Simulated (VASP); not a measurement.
# Pd (Fm-3m) in VASP: notebook

Runs on Pd. Level: PBE. Tasks: single point.

Program: VASP 6.6.1. These are calculated values, not measurements. Logs are shortened: lines on timing, memory, paths and dates and some standing lists are left out, and cuts for length are marked.

## Step 1: The cell of the first run

The structure is cubic, space group Fm-3m (No. 225). The conventional cell has a = 3.952 Å, b = 3.952 Å, c = 3.952 Å, α = 90.00°, β = 90.00°, γ = 90.00°. Pd (site symmetry m-3m) has 12 Pd at 2.79 Å within 3.7 Å.

## Step 2: Single point, PBE (15.43 Å³/atom)

Contents of INCAR:

```
PREC = Accurate
ENCUT = 520
EDIFF = 1E-7
ISMEAR = 0
SIGMA = 0.05
LREAL = False
LASPH = True
NELM = 80
ALGO = Normal
ISIF = 2
LWAVE = False
LCHARG = True
GGA = PE
LELF = True
LVHAR = True
NBANDS = 11
```

Contents of KPOINTS:

```
Automatic mesh
0
Gamma
  20 20 20
```

Contents of POSCAR:

```
Pd
1.0
    0.0000000000      1.9759706343      1.9759706343
    1.9759706343      0.0000000000      1.9759706343
    1.9759706343      1.9759706343      0.0000000000
Pd
1
Direct
    0.0000000000      0.0000000000      0.0000000000
```

Potentials or basis: VASP PAW PBE potentials, release 64 (Pd).

The run is started by

```console
$ cat potpaw_PBE.64/Pd/POTCAR > POTCAR
$ mpirun -np 1 vasp_std > vasp.out
```

OUTCAR:

```text
PREC = Accurate
   ENCUT = 520
   EDIFF = 1E-7
   ISMEAR = 0
   LREAL = False
   LASPH = True
   NELM = 80
   ISIF = 2
   GGA = PE

 ion  position               nearest neighbor table
   1  0.000  0.000  0.000-

  LATTYP: Found a face centered cubic cell.
 ALAT       =     3.9519412686

  Lattice vectors:

 A1 = (   0.0000000000,   1.9759706343,   1.9759706343)
 A2 = (   1.9759706343,   0.0000000000,   1.9759706343)
 A3 = (   1.9759706343,   1.9759706343,   0.0000000000)

Analysis of symmetry for initial positions (statically):
=====================================================================
 Subroutine PRICEL returns:
 Original cell was already a primitive cell.

 Routine SETGRP: Setting up the symmetry group for a
 face centered cubic supercell.

 Subroutine GETGRP returns: Found 48 space group operations
 (whereof 48 operations were pure point group operations)
 out of a pool of 48 trial point group operations.

The static configuration has the point symmetry O_h .

Analysis of symmetry for dynamics (positions and initial velocities):
=====================================================================
 Subroutine PRICEL returns:
 Original cell was already a primitive cell.

 Routine SETGRP: Setting up the symmetry group for a
 face centered cubic supercell.

 Subroutine GETGRP returns: Found 48 space group operations
 (whereof 48 operations were pure point group operations)
 out of a pool of 48 trial point group operations.

The dynamic configuration has the point symmetry O_h .

 Subroutine INISYM returns: Found 48 space group operations
 (whereof 48 operations are pure point group operations),
 and found     1 'primitive' translations

----------------------------------------------------------------------------------------

                                     Primitive cell

  volume of cell :      15.4302

  direct lattice vectors                    reciprocal lattice vectors
     0.000000000  1.975970634  1.975970634    -0.253040198  0.253040198  0.253040198
     1.975970634  0.000000000  1.975970634     0.253040198 -0.253040198  0.253040198
     1.975970634  1.975970634  0.000000000     0.253040198  0.253040198 -0.253040198

  length of vectors
     2.794444470  2.794444470  2.794444470     0.438278479  0.438278479  0.438278479

  position of ions in fractional coordinates (direct lattice)
     0.000000000  0.000000000  0.000000000

  ion indices of the primitive-cell ions
   primitive index   ion index
                 1           1

----------------------------------------------------------------------------------------

 KPOINTS: Automatic mesh

Automatic generation of k-mesh.
 Grid dimensions read from file:
 generate k-points for:   20   20   20

 Generating k-lattice:

  Cartesian coordinates                     Fractional coordinates (reciprocal lattice)
    -0.012652010  0.012652010  0.012652010     0.050000000  0.000000000  0.000000000
     0.012652010 -0.012652010  0.012652010     0.000000000  0.050000000  0.000000000
     0.012652010  0.012652010 -0.012652010     0.000000000  0.000000000  0.050000000

  Length of vectors
     0.021913924  0.021913924  0.021913924

  Shift w.r.t. Gamma in fractional coordinates (k-lattice)
     0.000000000  0.000000000  0.000000000

 Subroutine IBZKPT returns following result:
 ===========================================

 Found    256 irreducible k-points:

 Following reciprocal coordinates:
            Coordinates               Weight
  0.000000  0.000000  0.000000      1.000000
  0.050000  0.000000  0.000000      8.000000
  0.100000  0.000000  0.000000      8.000000
  0.150000  0.000000  0.000000      8.000000
  0.200000  0.000000  0.000000      8.000000
  0.250000  0.000000  0.000000      8.000000
[... 16 lines left out ...]
 -0.400000  0.050000  0.000000     24.000000
 -0.350000  0.050000  0.000000     24.000000
 [... further k-points ...]
   k-points           NKPTS =    256   k-points in BZ     NKDIM =    256   number of bands    NBANDS=     11
   number of dos      NEDOS =    301   number of ions     NIONS =      1
   total plane-waves  NPLWV =  13824
   dimension x,y,z NGX =    24 NGY =   24 NGZ =   24
   dimension x,y,z NGXF=    48 NGYF=   48 NGZF=   48
   ions per type =               1
   NGX,Y,Z   is equivalent  to a cutoff of  14.28, 14.28, 14.28 a.u.
   NGXF,Y,Z  is equivalent  to a cutoff of  28.56, 28.56, 28.56 a.u.
 SYSTEM =  unknown system
   PREC   = accura    normal or accurate (medium, high low for compatibility)
   ISTART =      0    job   : 0-new  1-cont  2-samecut
   ICHARG =      2    charge: 1-file 2-atom 10-const
   ISPIN  =      1    spin polarized calculation?
   LNONCOLLINEAR =      F non collinear calculations
   LSORBIT =      F    spin-orbit coupling
   LASPH  =      T    aspherical Exc in radial PAW
   ENCUT  =  520.0 eV  38.22 Ry    6.18 a.u.   5.20  5.20  5.20*2*pi/ulx,y,z
   NELM   =     80;   NELMIN=  2; NELMDL= -5     # of ELM steps
   EDIFF  = 0.1E-06   stopping-criterion for ELM
   LREAL  =      F    real-space projection
   EDIFFG = 0.1E-05   stopping-criterion for IOM
   NSW    =      0    number of steps for IOM
   IBRION =     -1    ionic relax: 0-MD 1-quasi-New 2-CG
   NFREE  =      0    steps in history (QN), initial steepest desc. (CG)
   ISIF   =      2    stress and relaxation
   ISYM   =      2    0-nonsym 1-usesym 2-fastsym
   POTIM  = 0.5000    time-step for ionic-motion
   TEBEG  =    0.0;   TEEND  =   0.0 temperature during run
   PSTRESS=    0.0 pullay stress
   NELECT =      10.0000    total number of electrons
   NUPDOWN=      -1.0000    fix difference up-down
   EMIN   =  10.00;   EMAX   =-10.00  energy-range for DOS
   EFERMI =   0.00;   METHOD = LEGACY
   ISMEAR =     0;   SIGMA  =   0.05  broadening in eV -4-tet -1-fermi 0-gaus
   EFERMI_NEDOS =   21; number of points for ismear=-14 and -15
   IALGO  =     38    algorithm
   IMIX   =      4    mixing-type and parameters
     AMIX     =   0.40;   BMIX     =  1.00
     AMIX_MAG =   1.60;   BMIX_MAG =  1.00
  volume/ion in A,a.u.               =      15.43       104.13
  Fermi-wavevector in a.u.,A,eV,Ry     =   1.416721  2.677215 27.308233  2.007099
  Thomas-Fermi vector in A             =   2.538026
   LORBIT       =      0    0 simple, 1 ext, 2 COOP (PROOUT), +10 PAW based schemes
   GGA     = PE    functional components
   LHFCALC =     F    Hartree Fock is set to
   AEXX    =    0.0000 exact exchange contribution
   IVDW    =     0    specifies the selected vdW correction
   LEPSILON=     F    determine dielectric tensor
   LRPA    =     F    only Hartree local field effects (RPA)
 non-spin polarized calculation
 Gauss-broadening in eV      SIGMA  =   0.05
  energy-cutoff  :      520.00
  volume of cell :       15.43
 maximum number of plane-waves:       431
 NGX is ok and might be reduce to    24
   NGX = 11   NGY = 11   NGZ = 11

 number of electron      10.0000001 magnetization

 Free energy of the ion-electron system (eV)
  ---------------------------------------------------
  ext. energy  EPLUGINS =         0.00000000
  ---------------------------------------------------
  free energy    TOTEN  =        -5.21540627 eV

  energy without entropy =       -5.21178625  energy(sigma->0) =       -5.21359626

 E-fermi :   9.0127     XC(G=0): -12.9066

 val. band max:        9.0112175371   @ k =   0.5000   0.2500   0.0500
 cond. band min:       9.0132189307   @ k =  -0.4500   0.3000   0.0000
 fundamental gap:      0.0020013936
 Fermi energy:         9.0127061247

 k-point     1 :       0.0000    0.0000    0.0000
  band No.  band energies     occupation
      1       2.2443      2.00000
      2       6.3915      2.00000
      3       6.3915      2.00000
      4       6.3915      2.00000
      5       7.8880      2.00000
      6       7.8880      2.00000
      7      26.2004      0.00000
      8      30.7236      0.00000
      9      30.7236      0.00000
     10      30.7236      0.00000
     11      35.3477      0.00000

 k-point     2 :       0.0500    0.0000    0.0000
  band No.  band energies     occupation
      1       2.3320      2.00000
      2       6.3613      2.00000
      3       6.4213      2.00000
      4       6.4213      2.00000
      5       7.8738      2.00000
      6       7.8738      2.00000
      7      26.2863      0.00000
      8      30.0913      0.00000
      9      30.8168      0.00000
     10      30.8168      0.00000
     11      35.4623      0.00000

 k-point     3 :       0.1000    0.0000    0.0000
  band No.  band energies     occupation
      1       2.5877      2.00000
      2       6.2831      2.00000
      3       6.5018      2.00000
      4       6.5018      2.00000
      5       7.8416      2.00000
      6       7.8416      2.00000
      7      26.4791      0.00000
      8      28.7594      0.00000
      9      31.0825      0.00000
     10      31.0825      0.00000
     11      35.9229      0.00000

 k-point     4 :       0.1500    0.0000    0.0000
  band No.  band energies     occupation
      1       2.9850      2.00000
      2       6.1960      2.00000
      3       6.6021      2.00000
      4       6.6021      2.00000
      5       7.8242      2.00000
      6       7.8242      2.00000
      7      26.3304      0.00000
      8      27.5666      0.00000
      9      31.4739      0.00000
     10      31.4739      0.00000
     11      35.0721      0.00000
[... 239 lines left out ...]
 k-point    22 :      -0.4500    0.0500    0.0000
  band No.  band energies     occupation
      1       4.1478      2.00000
      2       6.3205      2.00000
      3       6.4044      2.00000
      4       8.5897      2.00000
      5       8.9277      1.98385
      6      10.4495      0.00000
      7      16.2624      0.00000
      8      25.6254      0.00000
      9      29.1687      0.00000
     10      29.7615      0.00000
     11      35.5022      0.00000

 k-point    23 :      -0.4000    0.0500    0.0000
  band No.  band energies     occupation
      1       4.1831      2.00000
      2       6.3730      2.00000
      3       6.4431      2.00000
      4       8.3373      2.00000
      5       8.7430      2.00000
      6       9.7847      0.00000
      7      17.3946      0.00000
      8      25.8124      0.00000
      9      29.2806      0.00000
     10      30.3946      0.00000
     11      35.4062      0.00000

 k-point    24 :      -0.3500    0.0500    0.0000
  band No.  band energies     occupation
      1       4.2251      2.00000
      2       6.4547      2.00000
      3       6.5154      2.00000
      4       7.7530      2.00000
      5       8.4815      2.00000
      6       9.1512      0.00009
      7      18.9887      0.00000
      8      26.1427      0.00000
      9      29.6409      0.00000
     10      31.3177      0.00000
     11      34.9252      0.00000

 [... further k-points ...]

------------------------ aborting loop because EDIFF is reached ----------------------------------------

  FORCE on cell =-STRESS in cart. coord.  units (eV):
  Direction    XX          YY          ZZ          XY          YZ          ZX
  --------------------------------------------------------------------------------------
  -------------------------------------------------------------------------------------
  Total       -0.1546778     -0.1546778     -0.1546778      0.0000000      0.0000000      0.0000000
  in kB      -16.0607927    -16.0607927    -16.0607927      0.0000000      0.0000000      0.0000000
  external PRESSURE =     -16.0607927 kB  Pullay stress =       0.0000000 kB

 VOLUME and BASIS-vectors are now :
 -----------------------------------------------------------------------------
  energy-cutoff  :      520.00
  volume of cell :       15.43
      direct lattice vectors                 reciprocal lattice vectors
     0.000000000  1.975970634  1.975970634    -0.253040198  0.253040198  0.253040198
     1.975970634  0.000000000  1.975970634     0.253040198 -0.253040198  0.253040198
     1.975970634  1.975970634  0.000000000     0.253040198  0.253040198 -0.253040198

 POSITION                                       TOTAL-FORCE (eV/Angst)
 -----------------------------------------------------------------------------------
      0.00000      0.00000      0.00000         0.000000      0.000000      0.000000
 -----------------------------------------------------------------------------------
    total drift:                               -0.000000      0.000000     -0.000000

  FREE ENERGIE OF THE ION-ELECTRON SYSTEM (eV)
  ---------------------------------------------------
  free  energy   TOTEN  =        -5.2154062651 eV

  energy  without entropy=       -5.2117862495  energy(sigma->0) =       -5.21359626
```

Wall time 33 s (1 thread of Intel Xeon Platinum 8259CL at 2.50GHz (Skylake/Cascade Lake), shared host); peak memory 0.17 GiB.

Results:

```
Free energy            : -5.2154 eV
Pressure               : -1.6 GPa
Band gap on the k mesh : zero (bands 5 and 6 overlap by 1.47 eV)
```

Levels at points of the mesh, in eV from the Fermi level:
| k point | band 3 | band 4 | band 5 | band 6 | band 7 | band 8 |
| --- | --- | --- | --- | --- | --- | --- |
| (0.00, 0.00, 0.00) | -2.62 | -2.62 | -1.12 | -1.12 | 17.19 | 21.71 |
| (0.50, 0.00, 0.00) | -2.66 | -0.01 | -0.01 | 1.14 | 6.99 | 16.54 |
| (0.50, 0.50, 0.00) | -0.04 | 0.28 | 0.28 | 3.38 | 10.34 | 12.99 |

## Step 3: Single point, PBE (15.31 Å³/atom)

This run uses another cell than the first one, of 15.31 Å³/atom.

Contents of INCAR:

```
ALGO = Fast ; EDIFF = 1E-6
ENCUT = 520 ; GGA = PE
ISIF = 2 ; ISMEAR = 0
LASPH = True ; LCHARG = True
LELF = True ; LREAL = False
LVHAR = True ; LWAVE = False
NBANDS = 11 ; NELM = 100
PREC = Accurate ; SIGMA = 0.05
```

Contents of KPOINTS:

```
k-points
0
Gamma
  20 20 20
```

Contents of POSCAR:

```
Pd
1.0
    0.0000000000      1.9707693755      1.9707693755
    1.9707693755      0.0000000000      1.9707693755
    1.9707693755      1.9707693755      0.0000000000
Pd
1
Direct
    0.0000000000      0.0000000000      0.0000000000
```

Potentials or basis: VASP PAW PBE potentials, release 64 (Pd).

The run is started by

```console
$ cat potpaw_PBE.64/Pd/POTCAR > POTCAR
$ mpirun -np 1 vasp_std > vasp.out
```

Wall time 37 s (1 thread of Intel Xeon Platinum 8259CL at 2.50GHz (Skylake/Cascade Lake), shared host); peak memory 0.17 GiB.

The run converged. Its results:

| Quantity | Value |
| --- | --- |
| Free energy | -5.2161 eV |
| Pressure | -0.3 GPa |
| Band gap on the k mesh | zero (bands 5 and 6 overlap by 1.49 eV) |

Levels at points of the mesh, in eV from the Fermi level:
| k point | band 1 | band 2 | band 3 | band 4 | band 5 | band 6 | band 7 | band 8 | band 9 | band 10 |
| --- | --- | --- | --- | --- | --- | --- | --- | --- | --- | --- |
| (0.00, 0.00, 0.00) | -6.83 | -2.65 | -2.65 | -2.65 | -1.14 | -1.14 | 17.20 | 21.76 | 21.76 | 21.76 |
| (0.50, 0.00, 0.00) | -4.99 | -2.70 | -2.70 | -0.01 | -0.01 | 1.13 | 7.05 | 16.55 | 20.77 | 20.77 |
| (0.50, 0.50, 0.00) | -5.06 | -4.79 | -0.04 | 0.28 | 0.28 | 3.38 | 10.42 | 13.03 | 13.03 | 21.06 |
